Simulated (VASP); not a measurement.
Here is a VASP 6.6.1 calculation.

File INCAR:

```
PREC = Accurate
ENCUT = 500
EDIFF = 1E-6
ISMEAR = -1
SIGMA = 0.1
LREAL = F
LASPH = T
NELM = 120
ALGO = Normal
ISIF = 2
LWAVE = F
LCHARG = T
GGA = PS
LELF = T
LVHAR = T
NBANDS = 12
GGA_COMPAT = F
```

The input KPOINTS:

```
Automatic mesh
0
Gamma
  7 7 7
```

Contents of POSCAR:

```
Y
1.0
    3.2044594299      0.0000000000      0.0000000000
    0.0000000000      3.2044594299      0.0000000000
    0.0000000000      0.0000000000      3.2044594299
Y
1
Direct
    0.0000000000      0.0000000000      0.0000000000
```

Potentials or basis: VASP PAW PBE potentials, release 64 (Y_sv).

The run is started by

```sh
$ cat potpaw_PBE.64/Y_sv/POTCAR > POTCAR
$ mpirun -np 1 vasp_std > vasp.out
```

Problem. What does it give for the band gap on the k mesh?

Solution. Zero (an odd number of electrons rules out a gap without spin polarisation).

Problem. What does it give for the pressure?

Solution. 0.0 GPa.

Caveat: the PAW data sets were made with another functional, which shifts forces and pressure a little.
